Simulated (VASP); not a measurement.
# WS2 in VASP: single point with PBE

Aim: the single point of WS2 with PBE.

All numbers are computed with VASP 6.6.1; they aren't measurements. Logs are shortened: lines on timing, memory, paths and dates and some standing lists are left out, and cuts for length are marked.

## 1. The cell of the first run

The cell holds a slab with vacuum, 3 atoms: a = 3.183 Å, b = 3.183 Å, c = 16.118 Å, α = 90.00°, β = 90.00°, γ = 120.00°.

## 2. Single point, PBE

File INCAR:

```
ALGO = Normal
EDIFF = 1E-6
ENCUT = 520
GGA = PE
ISIF = 2
ISMEAR = 0
LASPH = T
LCHARG = F
LREAL = F
LWAVE = F
NBANDS = 20
NELM = 80
PREC = Accurate
SIGMA = 0.05
```

File KPOINTS:

```
k-points
0
Gamma
  24 24 1
```

File POSCAR:

```
WS2
1.0
    3.1832085600      0.0000000000      0.0000000000
   -1.5916042800      2.7567394800      0.0000000000
    0.0000000000      0.0000000000     16.1181716300
W S
1 2
Direct
    0.6666666700      0.3333333300      0.5000000000
    0.3333333300      0.6666666700      0.4032784200
    0.3333333300      0.6666666700      0.5967215800
```

Potentials or basis: VASP PAW PBE potentials, release 64 (W_sv, S).

Started as:

```console
> cat potpaw_PBE.64/W_sv/POTCAR potpaw_PBE.64/S/POTCAR > POTCAR
> mpirun -np 1 vasp_std > vasp.out
```

OUTCAR:

```text
EDIFF = 1E-6
   ENCUT = 520
   GGA = PE
   ISIF = 2
   ISMEAR = 0
   LASPH = T
   LREAL = F
   NELM = 80
   PREC = Accurate

 ion  position               nearest neighbor table
   1  0.667  0.333  0.500-   2 2.41   3 2.41   2 2.41   3 2.41   2 2.41   3 2.41
   2  0.333  0.667  0.403-   1 2.41   1 2.41   1 2.41
   3  0.333  0.667  0.597-   1 2.41   1 2.41   1 2.41

  LATTYP: Found a hexagonal cell.
 ALAT       =     3.1832085600
 C/A-ratio  =     5.0634984564

  Lattice vectors:

 A1 = (   3.1832085600,   0.0000000000,   0.0000000000)
 A2 = (  -1.5916042800,   2.7567394800,   0.0000000000)
 A3 = (   0.0000000000,   0.0000000000,  16.1181716300)

Analysis of symmetry for initial positions (statically):
=====================================================================
 Subroutine PRICEL returns:
 Original cell was already a primitive cell.

 Routine SETGRP: Setting up the symmetry group for a
 hexagonal supercell.

 Subroutine GETGRP returns: Found 12 space group operations
 (whereof 12 operations were pure point group operations)
 out of a pool of 24 trial point group operations.

The static configuration has the point symmetry D_3h.

Analysis of symmetry for dynamics (positions and initial velocities):
=====================================================================
 Subroutine PRICEL returns:
 Original cell was already a primitive cell.

 Routine SETGRP: Setting up the symmetry group for a
 hexagonal supercell.

 Subroutine GETGRP returns: Found 12 space group operations
 (whereof 12 operations were pure point group operations)
 out of a pool of 24 trial point group operations.

The dynamic configuration has the point symmetry D_3h.

 Subroutine INISYM returns: Found 12 space group operations
 (whereof 12 operations are pure point group operations),
 and found     1 'primitive' translations

----------------------------------------------------------------------------------------

                                     Primitive cell

  volume of cell :     141.4414

  direct lattice vectors                    reciprocal lattice vectors
     3.183208560  0.000000000  0.000000000     0.314148439  0.181373686  0.000000000
    -1.591604280  2.756739480  0.000000000     0.000000000  0.362747371  0.000000000
[... 84 lines left out ...]
   LASPH  =      T    aspherical Exc in radial PAW
   ENCUT  =  520.0 eV  38.22 Ry    6.18 a.u.   5.92  5.92 29.97*2*pi/ulx,y,z
   NELM   =     80;   NELMIN=  2; NELMDL= -5     # of ELM steps
   EDIFF  = 0.1E-05   stopping-criterion for ELM
   LREAL  =      F    real-space projection
   EDIFFG = 0.1E-04   stopping-criterion for IOM
   NSW    =      0    number of steps for IOM
   IBRION =     -1    ionic relax: 0-MD 1-quasi-New 2-CG
   NFREE  =      0    steps in history (QN), initial steepest desc. (CG)
   ISIF   =      2    stress and relaxation
   ISYM   =      2    0-nonsym 1-usesym 2-fastsym
   POTIM  = 0.5000    time-step for ionic-motion
   TEBEG  =    0.0;   TEEND  =   0.0 temperature during run
   PSTRESS=    0.0 pullay stress
   NELECT =      26.0000    total number of electrons
   NUPDOWN=      -1.0000    fix difference up-down
   EMIN   =  10.00;   EMAX   =-10.00  energy-range for DOS
   EFERMI =   0.00;   METHOD = LEGACY
   ISMEAR =     0;   SIGMA  =   0.05  broadening in eV -4-tet -1-fermi 0-gaus
   EFERMI_NEDOS =   21; number of points for ismear=-14 and -15
   IALGO  =     38    algorithm
   IMIX   =      4    mixing-type and parameters
     AMIX     =   0.40;   BMIX     =  1.00
     AMIX_MAG =   1.60;   BMIX_MAG =  1.00
  volume/ion in A,a.u.               =      47.15       318.16
  Fermi-wavevector in a.u.,A,eV,Ry     =   0.930837  1.759027 11.788876  0.866458
  Thomas-Fermi vector in A             =   2.057268
   LORBIT       =      0    0 simple, 1 ext, 2 COOP (PROOUT), +10 PAW based schemes
   GGA     = PE    functional components
   LHFCALC =     F    Hartree Fock is set to
   AEXX    =    0.0000 exact exchange contribution
   IVDW    =     0    specifies the selected vdW correction
   LEPSILON=     F    determine dielectric tensor
   LRPA    =     F    only Hartree local field effects (RPA)
 non-spin polarized calculation
 Gauss-broadening in eV      SIGMA  =   0.05
  energy-cutoff  :      520.00
  volume of cell :      141.44
 maximum number of plane-waves:      3835
 NGX is ok and might be reduce to    24
   NGX = 11   NGY = 11   NGZ = 59

 number of electron      26.0000000 magnetization

 Free energy of the ion-electron system (eV)
  ---------------------------------------------------
  ext. energy  EPLUGINS =         0.00000000
  ---------------------------------------------------
  free energy    TOTEN  =       -23.67092156 eV

  energy without entropy =      -23.67092156  energy(sigma->0) =      -23.67092156

 E-fermi :  -0.5740     XC(G=0):  -4.7744

 val. band max:       -0.9855061468   @ k =   0.3333   0.3333   0.0000
 cond. band min:       0.8121538330   @ k =   0.3333   0.3333   0.0000
 fundamental gap:      1.7976599797
 Fermi energy:        -0.5740215128

 k-point     1 :       0.0000    0.0000    0.0000
  band No.  band energies     occupation
      1     -74.9967      2.00000
      2     -39.2341      2.00000
      3     -39.0889      2.00000
      4     -39.0889      2.00000
      5     -15.7588      2.00000
      6     -14.0909      2.00000
[... 541 lines left out ...]
     19       6.8387      0.00000
     20       6.9895      0.00000

 [... further k-points ...]

------------------------ aborting loop because EDIFF is reached ----------------------------------------

  FORCE on cell =-STRESS in cart. coord.  units (eV):
  Direction    XX          YY          ZZ          XY          YZ          ZX
  --------------------------------------------------------------------------------------
  -------------------------------------------------------------------------------------
  Total        0.4253740      0.4253740      0.8295445      0.0000000      0.0000000     -0.0000000
  in kB        4.8184234      4.8184234      9.3966636      0.0000000      0.0000000     -0.0000000
  external PRESSURE =       6.3445035 kB  Pullay stress =       0.0000000 kB

 VOLUME and BASIS-vectors are now :
 -----------------------------------------------------------------------------
  energy-cutoff  :      520.00
  volume of cell :      141.44
      direct lattice vectors                 reciprocal lattice vectors
     3.183208560  0.000000000  0.000000000     0.314148439  0.181373686  0.000000000
    -1.591604280  2.756739480  0.000000000     0.000000000  0.362747371  0.000000000
     0.000000000  0.000000000 16.118171630     0.000000000  0.000000000  0.062041776

 POSITION                                       TOTAL-FORCE (eV/Angst)
 -----------------------------------------------------------------------------------
      1.59160      0.91891      8.05909        -0.000000      0.000000      0.000000
     -0.00000      1.83783      6.50011         0.000000     -0.000000     -0.275196
     -0.00000      1.83783      9.61806         0.000000     -0.000000      0.275196
 -----------------------------------------------------------------------------------
    total drift:                               -0.000002      0.000001      0.000000

  FREE ENERGIE OF THE ION-ELECTRON SYSTEM (eV)
  ---------------------------------------------------
  free  energy   TOTEN  =       -23.6709215636 eV

  energy  without entropy=      -23.6709215636  energy(sigma->0) =      -23.67092156
```

Wall time 4.6 min (1 thread of Intel Xeon 8259CL, shared host); peak memory 0.34 GiB.

Results:

```yaml
Free_energy: -23.6709 eV
Largest_force: 0.275 eV/Å
Band_gap_on_the_k_mesh: 1.80 eV
```

Forces on the atoms (eV/Å):
```
W    0.000  0.000  0.000
S    0.000  0.000 -0.275
S    0.000  0.000  0.275
```

Caveat: spin-orbit coupling is left out, which moves the levels of the heavy elements.
